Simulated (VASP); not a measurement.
# BN (P6_3mc) in VASP: a series of runs

BN is run at these levels: PBE; tasks: G0W0 quasiparticle levels.

All numbers are computed with VASP 6.6.1; they aren't measurements. Logs are shortened: lines on timing, memory, paths and dates and some standing lists are left out, and cuts for length are marked.

## Step 1: The cell of the first run

Symmetry: P6_3mc, No. 186, hexagonal system. Conventional cell: a = 2.544 Å, b = 2.544 Å, c = 4.292 Å, α = 90.00°, β = 90.00°, γ = 120.00°. Within 2.1 Å of B (site symmetry 3m) lie 4 N at 1.56 to 1.61 Å. Within 2.1 Å of N (site symmetry 3m) lie 4 B at 1.56 to 1.61 Å.

## Step 2: G0W0 quasiparticle levels, PBE

Input file POSCAR:

```
BN
1.0
    2.5439499996      0.0000000000      0.0000000000
   -1.2719749998      2.2031253256      0.0000000000
    0.0000000000      0.0000000000      4.2919716483
B N
2 2
Direct
    0.3333333333      0.6666666667     -0.0001346901
    0.6666666667      0.3333333333      0.4998653099
    0.3333333333      0.6666666667      0.3751346901
    0.6666666667      0.3333333333      0.8751346901
```

Input file INCAR.step1:

```
  ALGO = Normal
  EDIFF = 1E-8
  ENCUT = 500
  GGA = PE
  ISMEAR = 0
  LASPH = True
  LCHARG = False
  LREAL = False
  LWAVE = True
  NELM = 100
  PREC = Accurate
  SIGMA = 0.01
```

Input file INCAR.step2:

```
  ALGO = Exact
  EDIFF = 1E-8
  ENCUT = 500
  GGA = PE
  ISMEAR = 0
  ISTART = 1
  LASPH = True
  LCHARG = False
  LOPTICS = True
  LREAL = False
  LWAVE = True
  NBANDS = 108
  NELM = 1
  PREC = Accurate
  SIGMA = 0.01
```

Input file INCAR.step3:

```
  ALGO = EVGW0
  EDIFF = 1E-8
  ENCUT = 500
  ENCUTGW = 150.0
  GGA = PE
  ISMEAR = 0
  ISTART = 1
  LASPH = True
  LCHARG = False
  LREAL = False
  LWAVE = False
  NBANDS = 108
  NBANDSGW = 16
  NELMGW = 1
  NOMEGA = 96
  OMEGAMAX = 20
  PREC = Accurate
  PRECFOCK = Fast
  SIGMA = 0.01
```

Input file KPOINTS:

```
k-points
0
Gamma
  6 6 4
```

Potentials or basis: VASP PAW PBE potentials, release 64 (B_GW, N_GW).

Command:

```bash
$ cat potpaw_PBE.64/B_GW/POTCAR potpaw_PBE.64/N_GW/POTCAR > POTCAR
$ cp INCAR.step1 INCAR
$ mpirun -np 1 vasp_std > vasp.out
$ cp INCAR.step2 INCAR
$ mpirun -np 1 vasp_std > vasp.out
$ cp INCAR.step3 INCAR
$ mpirun -np 1 vasp_std > vasp.out
```

OUTCAR:

```text
EDIFF = 1E-8
   ENCUT = 500
   ENCUTGW = 150.0
   GGA = PE
   ISMEAR = 0
   ISTART = 1
   LASPH = True
   LREAL = False
   NELMGW = 1
   PREC = Accurate
   PRECFOCK = Fast

 ion  position               nearest neighbor table
   1  0.333  0.667  1.000-   4 1.56   4 1.56   4 1.56   3 1.61
   2  0.667  0.333  0.500-   3 1.56   3 1.56   3 1.56   4 1.61
   3  0.333  0.667  0.375-   2 1.56   2 1.56   2 1.56   1 1.61
   4  0.667  0.333  0.875-   1 1.56   1 1.56   1 1.56   2 1.61

  LATTYP: Found a hexagonal cell.
 ALAT       =     2.5439499996
 C/A-ratio  =     1.6871289329

  Lattice vectors:

 A1 = (   2.5439499996,   0.0000000000,   0.0000000000)
 A2 = (  -1.2719749998,   2.2031253256,   0.0000000000)
 A3 = (   0.0000000000,   0.0000000000,   4.2919716483)

Analysis of symmetry for initial positions (statically):
=====================================================================
 Subroutine PRICEL returns:
 Original cell was already a primitive cell.

 Routine SETGRP: Setting up the symmetry group for a
 hexagonal supercell.

 Subroutine GETGRP returns: Found 12 space group operations
 (whereof  6 operations were pure point group operations)
 out of a pool of 24 trial point group operations.

The static configuration has the point symmetry C_3v.
 The point group associated with its full space group is C_6v.

Analysis of symmetry for dynamics (positions and initial velocities):
=====================================================================
 Subroutine PRICEL returns:
 Original cell was already a primitive cell.

 Routine SETGRP: Setting up the symmetry group for a
 hexagonal supercell.

 Subroutine GETGRP returns: Found 12 space group operations
 (whereof  6 operations were pure point group operations)
 out of a pool of 24 trial point group operations.

The dynamic configuration has the point symmetry C_3v.
 The point group associated with its full space group is C_6v.

 Subroutine INISYM returns: Found 12 space group operations
 (whereof  6 operations are pure point group operations),
 and found     1 'primitive' translations

----------------------------------------------------------------------------------------

                                     Primitive cell

  volume of cell :      24.0550

  direct lattice vectors                    reciprocal lattice vectors
     2.543950000  0.000000000  0.000000000     0.393089487  0.226950321  0.000000000
    -1.271975000  2.203125326  0.000000000     0.000000000  0.453900642  0.000000000
     0.000000000  0.000000000  4.291971648     0.000000000  0.000000000  0.232993151

  length of vectors
     2.543950000  2.543950000  4.291971648     0.453900642  0.453900642  0.232993151

  position of ions in fractional coordinates (direct lattice)
     0.333333333  0.666666667  0.999865310
     0.666666667  0.333333333  0.499865310
     0.333333333  0.666666667  0.375134690
     0.666666667  0.333333333  0.875134690

  ion indices of the primitive-cell ions
   primitive index   ion index
                 1           1
                 2           2
                 3           3
                 4           4

----------------------------------------------------------------------------------------

 KPOINTS: k-points

Automatic generation of k-mesh.
 Grid dimensions read from file:
 generate k-points for:    6    6    4

 Generating k-lattice:

  Cartesian coordinates                     Fractional coordinates (reciprocal lattice)
     0.065514914  0.037825054  0.000000000     0.166666667  0.000000000  0.000000000
     0.000000000  0.075650107  0.000000000     0.000000000  0.166666667  0.000000000
     0.000000000  0.000000000  0.058248288     0.000000000  0.000000000  0.250000000

  Length of vectors
     0.075650107  0.075650107  0.058248288

  Shift w.r.t. Gamma in fractional coordinates (k-lattice)
     0.000000000  0.000000000  0.000000000

 Subroutine IBZKPT returns following result:
 ===========================================

 Found     21 irreducible k-points:

 Following reciprocal coordinates:
            Coordinates               Weight
  0.000000  0.000000  0.000000      1.000000
  0.166667 -0.000000  0.000000      6.000000
  0.333333 -0.000000  0.000000      6.000000
  0.500000 -0.000000  0.000000      3.000000
  0.166667  0.166667  0.000000      6.000000
  0.333333  0.166667  0.000000     12.000000
[... 13 lines left out ...]
  0.333333  0.166667  0.500000     12.000000
  0.333333  0.333333  0.500000      2.000000
   k-points           NKPTS =     21   k-points in BZ     NKDIM =    144   number of bands    NBANDS=    108
   number of dos      NEDOS =    301   number of ions     NIONS =      4
   total plane-waves  NPLWV =  12800
   dimension x,y,z NGX =    20 NGY =   20 NGZ =   32
   dimension x,y,z NGXF=    40 NGYF=   40 NGZF=   64
   ions per type =               2   2
   NGX,Y,Z   is equivalent  to a cutoff of  13.07, 13.07, 12.39 a.u.
   NGXF,Y,Z  is equivalent  to a cutoff of  26.14, 26.14, 24.79 a.u.
 SYSTEM =  unknown system
   PREC   = accura    normal or accurate (medium, high low for compatibility)
   ISTART =      1    job   : 0-new  1-cont  2-samecut
   ICHARG =      0    charge: 1-file 2-atom 10-const
   ISPIN  =      1    spin polarized calculation?
   LNONCOLLINEAR =      F non collinear calculations
   LSORBIT =      F    spin-orbit coupling
   LASPH  =      T    aspherical Exc in radial PAW
   ENCUT  =  500.0 eV  36.75 Ry    6.06 a.u.   4.64  4.64  7.83*2*pi/ulx,y,z
   NELM   =     60;   NELMIN=  2; NELMDL=  0     # of ELM steps
   EDIFF  = 0.1E-07   stopping-criterion for ELM
   LREAL  =      F    real-space projection
   EDIFFG = 0.1E-06   stopping-criterion for IOM
   NSW    =      0    number of steps for IOM
   IBRION =     -1    ionic relax: 0-MD 1-quasi-New 2-CG
   NFREE  =      0    steps in history (QN), initial steepest desc. (CG)
   ISIF   =      0    stress and relaxation
   ISYM   =      3    0-nonsym 1-usesym 2-fastsym
   POTIM  = 0.5000    time-step for ionic-motion
   TEBEG  =    0.0;   TEEND  =   0.0 temperature during run
   PSTRESS=    0.0 pullay stress
   NELECT =      16.0000    total number of electrons
   NUPDOWN=      -1.0000    fix difference up-down
   EMIN   =  10.00;   EMAX   =-10.00  energy-range for DOS
   EFERMI =   0.00;   METHOD = LEGACY
   ISMEAR =     0;   SIGMA  =   0.01  broadening in eV -4-tet -1-fermi 0-gaus
   EFERMI_NEDOS =   21; number of points for ismear=-14 and -15
   IALGO  =     38    algorithm
   IMIX   =      4    mixing-type and parameters
     AMIX     =   0.40;   BMIX     =  1.00
     AMIX_MAG =   1.60;   BMIX_MAG =  1.00
  volume/ion in A,a.u.               =       6.01        40.58
  Fermi-wavevector in a.u.,A,eV,Ry     =   1.429047  2.700508 27.785496  2.042176
  Thomas-Fermi vector in A             =   2.549043
   LORBIT       =      0    0 simple, 1 ext, 2 COOP (PROOUT), +10 PAW based schemes
   GGA     = PE    functional components
   LHFCALC =     T    Hartree Fock is set to
   PRECFOCK=fast      Normal, Fast or Accurate (Low or Medium for compatibility)
   ENCUT4O =  -1.0   cutoff for four orbital integrals eV
   NKREDX  =     1    reduce k-point grid by
   NKREDY  =     1    reduce k-point grid by
   NKREDZ  =     1    reduce k-point grid by
   AEXX    =    1.0000 exact exchange contribution
   HFSCREEN=    0.0000 screening length (either q_TF or 0.3 A-1)
   HFSCREENC=   0.0000 screening length for correlation (either q_TF or 0.3 A-1)
   ENCUTFOCK=  -1.0 apply spherical cutoff to Coloumb kernel
   IVDW    =     0    specifies the selected vdW correction
   LEPSILON=     F    determine dielectric tensor
   LRPA    =     F    only Hartree local field effects (RPA)
   LRPAFORCE           =     F    calculate RPA forces
   ENCUTGW             = 150.0    cutoff for response function in eV
   ENCUTGWSOFT         = 120.0    soft cutoff for Coulomb kernel in GW response function in eV
   ENCUTLF             =  -1.0    cutoff for local field effects
   NELMGW              =     1    number of iterations in solving QP/BSE equation
   NELMHF              =     1    number of iterations in the inner HF iteration
   NKREDLFX            =     1    NKREDLFY  =   1   NKREDLFZ  =   1
 non-spin polarized calculation
 Gauss-broadening in eV      SIGMA  =   0.01
  energy-cutoff  :      500.00
  volume of cell :       24.05
 maximum number of plane-waves:       624
 NGX is ok and might be reduce to    20
  NGX = 12; NGY = 12; NGZ = 20
   NGX =  9   NGY =  9   NGZ = 15
 maximum number of plane-waves:       116

 QP shifts <psi_nk| G(iteration)W_0 |psi_nk>: iteration 1
 for sc-GW calculations column KS-energies equals QP-energies in previous step
 and V_xc(KS)=  KS-energies - (<T + V_ion + V_H > + <T+V_H+V_ion>^1  + <V_x>^1)

 k-point   1 :       0.0000    0.0000    0.0000
  band No.  KS-energies  QP-energies   sigma(KS)   V_xc(KS)     V^pw_x(r,r')   Z            occupation Imag(sigma)

      1     -12.8112     -14.7216     -17.9013     -15.4576     -26.4227       0.7818       2.0000       1.3372
      2      -8.9130     -10.4602     -18.7966     -16.7859     -26.7197       0.7695       2.0000       0.8217
      3      -3.3901      -4.9309     -16.3454     -14.2983     -21.4313       0.7527       2.0000       0.1247
      4       5.4569       4.5047     -18.5705     -17.4070     -21.6084       0.8184       2.0000       0.0316
      5       5.4569       4.5047     -18.5705     -17.4070     -21.6084       0.8184       2.0000       0.0316
      6       7.1036       6.3519     -18.9881     -18.0768     -21.5349       0.8248       2.0000       0.0274
[... 8 lines left out ...]
     15      19.1879      20.7493     -12.7156     -14.6214      -6.9529       0.8193       0.0000      -0.0552
     16      23.1308      24.7573     -14.4747     -16.5874      -7.4858       0.7699       0.0000      -0.1072

 k-point   2 :       0.1667   -0.0000    0.0000
  band No.  KS-energies  QP-energies   sigma(KS)   V_xc(KS)     V^pw_x(r,r')   Z            occupation Imag(sigma)

      1     -12.2115     -14.0454     -17.9198     -15.5628     -26.3490       0.7781       2.0000       1.2628
      2      -8.4557      -9.9587     -18.9026     -16.9177     -26.7148       0.7572       2.0000       0.7405
      3      -2.7906      -4.3277     -16.4345     -14.4138     -21.3209       0.7607       2.0000       0.1037
      4       3.0936       1.8863     -17.9577     -16.4643     -21.4594       0.8084       2.0000       0.0397
      5       4.5153       3.4728     -18.2375     -16.9587     -21.4335       0.8152       2.0000       0.0345
      6       5.3853       4.4099     -18.7897     -17.5952     -21.8968       0.8166       2.0000       0.0327
[... 8 lines left out ...]
     15      20.7581      22.4172     -13.1145     -15.1742      -6.9564       0.8055       0.0000      -0.0658
     16      22.3639      23.8203     -13.5782     -15.4221      -7.1096       0.7898       0.0000      -0.0869
[... 348 lines left out ...]
      5       1.9476       0.6668     -17.4718     -15.8793     -21.1425       0.8042       2.0000       0.0443
      6       1.9476       0.6668     -17.4718     -15.8793     -21.1425       0.8042       2.0000       0.0443
[... 8 lines left out ...]
     15      23.4545      25.1455     -14.1180     -16.2983      -7.1622       0.7756       0.0000      -0.1065
     16      23.4545      25.1455     -14.1180     -16.2983      -7.1622       0.7756       0.0000      -0.1065

 k-point  21 :       0.3333    0.3333    0.5000
  band No.  KS-energies  QP-energies   sigma(KS)   V_xc(KS)     V^pw_x(r,r')   Z            occupation Imag(sigma)

      1      -7.4203      -8.8490     -19.2178     -17.3057     -26.7991       0.7472       2.0000       0.5926
      2      -7.4203      -8.8490     -19.2178     -17.3057     -26.7991       0.7472       2.0000       0.5926
      3      -1.2748      -2.8517     -17.3315     -15.2955     -22.0367       0.7745       2.0000       0.0773
      4      -1.2748      -2.8517     -17.3315     -15.2955     -22.0367       0.7745       2.0000       0.0773
      5      -0.2430      -1.6477     -16.6757     -14.8977     -20.7563       0.7900       2.0000       0.0592
      6      -0.2430      -1.6477     -16.6757     -14.8977     -20.7563       0.7900       2.0000       0.0592
[... 8 lines left out ...]
     15      23.8708      25.5869     -14.2354     -16.4675      -7.0396       0.7688       0.0000      -0.1195
     16      23.8708      25.5869     -14.2354     -16.4675      -7.0396       0.7688       0.0000      -0.1195
```

Wall time 3.8 min (1 thread of Intel Xeon 6975P-C (Granite Rapids), shared host); peak memory 0.41 GiB.

Results:

```
Quasiparticle gap                                   : 6.63 eV
Least direct quasiparticle gap                      : 9.81 eV
Band gap of the starting levels on the mesh         : 5.20 eV
Least direct gap of the starting levels on the mesh : 7.84 eV
```

Caveat: the k points lie up to 0.48 Å⁻¹ apart; the cutoff is under 1.25 times the usual one of these potentials, so pressure, stress and relaxed cells hold a basis-set (Pulay) error; bands, screening cutoff and mesh are small and nothing is extrapolated, so the quasiparticle values aren't converged; the structure was generated, so it needn't be the stable form of BN.

## Step 3: G0W0 quasiparticle levels, PBE

This run uses another cell than the first one, of 5.84 Å³/atom.

Input file POSCAR:

```
BN
1.0
    2.5439499996      0.0000000000      0.0000000000
   -1.2719749998      2.2031253256      0.0000000000
    0.0000000000      0.0000000000      4.1657371881
B N
2 2
Direct
    0.3333333333      0.6666666667      0.0002034650
    0.6666666667      0.3333333333      0.5002034650
    0.3333333333      0.6666666667      0.3747965350
    0.6666666667      0.3333333333      0.8747965350
```

Input file INCAR.step1:

```
PREC = Accurate ; ENCUT = 500
EDIFF = 1E-8 ; ISMEAR = 0
SIGMA = 0.01 ; LREAL = F
LASPH = T ; NELM = 60
ALGO = Normal ; LWAVE = T
LCHARG = F ; GGA = PE
```

Input file INCAR.step2:

```
PREC = Accurate ; ENCUT = 500
EDIFF = 1E-8 ; ISMEAR = 0
SIGMA = 0.01 ; LREAL = F
LASPH = T ; NELM = 1
ALGO = Exact ; LWAVE = T
LCHARG = F ; GGA = PE
NBANDS = 105 ; LOPTICS = T
ISTART = 1
```

Input file INCAR.step3:

```
PREC = Accurate ; ENCUT = 500
EDIFF = 1E-8 ; ISMEAR = 0
SIGMA = 0.01 ; LREAL = F
LASPH = T ; ALGO = EVGW0
LWAVE = F ; LCHARG = F
GGA = PE ; NELMGW = 1
NBANDS = 105 ; ENCUTGW = 150.0
NOMEGA = 96 ; PRECFOCK = Fast
ISTART = 1 ; NBANDSGW = 16
OMEGAMAX = 20
```

Input file KPOINTS:

```
regular mesh
0
Gamma
  6 6 4
```

Potentials or basis: VASP PAW PBE potentials, release 64 (B_GW, N_GW).

Command:

```bash
$ cat potpaw_PBE.64/B_GW/POTCAR potpaw_PBE.64/N_GW/POTCAR > POTCAR
$ cp INCAR.step1 INCAR
$ mpirun -np 1 vasp_std > vasp.out
$ cp INCAR.step2 INCAR
$ mpirun -np 1 vasp_std > vasp.out
$ cp INCAR.step3 INCAR
$ mpirun -np 1 vasp_std > vasp.out
```

OUTCAR:

```text
PREC = Accurate
   ENCUT = 500
   EDIFF = 1E-8
   ISMEAR = 0
   LREAL = F
   LASPH = T
   GGA = PE
   NELMGW = 1
   ENCUTGW = 150.0
   PRECFOCK = Fast
   ISTART = 1

 ion  position               nearest neighbor table
   1  0.333  0.667  0.000-   4 1.56   4 1.56   4 1.56   3 1.56
   2  0.667  0.333  0.500-   3 1.56   3 1.56   3 1.56   4 1.56
   3  0.333  0.667  0.375-   2 1.56   2 1.56   2 1.56   1 1.56
   4  0.667  0.333  0.875-   1 1.56   1 1.56   1 1.56   2 1.56

  LATTYP: Found a hexagonal cell.
 ALAT       =     2.5439499996
 C/A-ratio  =     1.6375074938

  Lattice vectors:

 A1 = (   2.5439499996,   0.0000000000,   0.0000000000)
 A2 = (  -1.2719749998,   2.2031253256,   0.0000000000)
 A3 = (   0.0000000000,   0.0000000000,   4.1657371881)

Analysis of symmetry for initial positions (statically):
=====================================================================
 Subroutine PRICEL returns:
 Original cell was already a primitive cell.

 Routine SETGRP: Setting up the symmetry group for a
 hexagonal supercell.

[... 146 lines left out ...]
   LHFCALC =     T    Hartree Fock is set to
   PRECFOCK=fast      Normal, Fast or Accurate (Low or Medium for compatibility)
   ENCUT4O =  -1.0   cutoff for four orbital integrals eV
   NKREDX  =     1    reduce k-point grid by
   NKREDY  =     1    reduce k-point grid by
   NKREDZ  =     1    reduce k-point grid by
   AEXX    =    1.0000 exact exchange contribution
   HFSCREEN=    0.0000 screening length (either q_TF or 0.3 A-1)
   HFSCREENC=   0.0000 screening length for correlation (either q_TF or 0.3 A-1)
   ENCUTFOCK=  -1.0 apply spherical cutoff to Coloumb kernel
   IVDW    =     0    specifies the selected vdW correction
   LEPSILON=     F    determine dielectric tensor
   LRPA    =     F    only Hartree local field effects (RPA)
   LRPAFORCE           =     F    calculate RPA forces
   ENCUTGW             = 150.0    cutoff for response function in eV
   ENCUTGWSOFT         = 120.0    soft cutoff for Coulomb kernel in GW response function in eV
   ENCUTLF             =  -1.0    cutoff for local field effects
   NELMGW              =     1    number of iterations in solving QP/BSE equation
   NELMHF              =     1    number of iterations in the inner HF iteration
   NKREDLFX            =     1    NKREDLFY  =   1   NKREDLFZ  =   1
 non-spin polarized calculation
 Gauss-broadening in eV      SIGMA  =   0.01
  energy-cutoff  :      500.00
  volume of cell :       23.35
 maximum number of plane-waves:       604
 NGX is ok and might be reduce to    20
  NGX = 12; NGY = 12; NGZ = 20
   NGX =  9   NGY =  9   NGZ = 15
 maximum number of plane-waves:       116

 QP shifts <psi_nk| G(iteration)W_0 |psi_nk>: iteration 1
 for sc-GW calculations column KS-energies equals QP-energies in previous step
 and V_xc(KS)=  KS-energies - (<T + V_ion + V_H > + <T+V_H+V_ion>^1  + <V_x>^1)

 k-point   1 :       0.0000    0.0000    0.0000
  band No.  KS-energies  QP-energies   sigma(KS)   V_xc(KS)     V^pw_x(r,r')   Z            occupation Imag(sigma)

      1     -12.7796     -14.7159     -17.9943     -15.5237     -26.5699       0.7837       2.0000       1.3410
      2      -8.4795     -10.0110     -18.8928     -16.8776     -26.7913       0.7600       2.0000       0.7627
      3      -3.2472      -4.8220     -16.6383     -14.5552     -21.8237       0.7560       2.0000       0.1226
      4       5.5324       4.5505     -18.5988     -17.4022     -21.6653       0.8206       2.0000       0.0319
      5       5.5324       4.5505     -18.5988     -17.4022     -21.6653       0.8206       2.0000       0.0319
      6       7.5194       6.7603     -19.1765     -18.2590     -21.8325       0.8274       2.0000       0.0272
[... 395 lines left out ...]
      2      -7.2789      -8.7373     -19.3006     -17.3515     -26.9072       0.7482       2.0000       0.5831
      3      -1.1795      -2.7849     -17.4392     -15.3742     -22.1898       0.7775       2.0000       0.0778
      4      -1.1795      -2.7849     -17.4392     -15.3742     -22.1898       0.7775       2.0000       0.0778
      5      -0.0496      -1.4809     -16.7354     -14.9339     -20.8193       0.7945       2.0000       0.0576
      6      -0.0496      -1.4809     -16.7354     -14.9339     -20.8193       0.7945       2.0000       0.0576
[... 8 lines left out ...]
     15      24.5920      26.3404     -14.2217     -16.4859      -7.0296       0.7722       0.0000      -0.1189
     16      24.5920      26.3404     -14.2217     -16.4859      -7.0296       0.7722       0.0000      -0.1189
```

Run time: 3.6 min. Hardware: 1 thread of AMD EPYC 9R45 (Zen 5), shared host; peak memory 0.37 GiB.

Results:

- Quasiparticle gap: 6.67 eV
- Least direct quasiparticle gap: 10.21 eV
- Band gap of the starting levels on the mesh: 5.21 eV
- Least direct gap of the starting levels on the mesh: 8.31 eV

Caveat: the k points lie up to 0.48 Å⁻¹ apart; the cutoff is under 1.25 times the usual one of these potentials, so pressure, stress and relaxed cells hold a basis-set (Pulay) error; bands, screening cutoff and mesh are small and nothing is extrapolated, so the quasiparticle values aren't converged; the structure was generated, so it needn't be the stable form of BN.
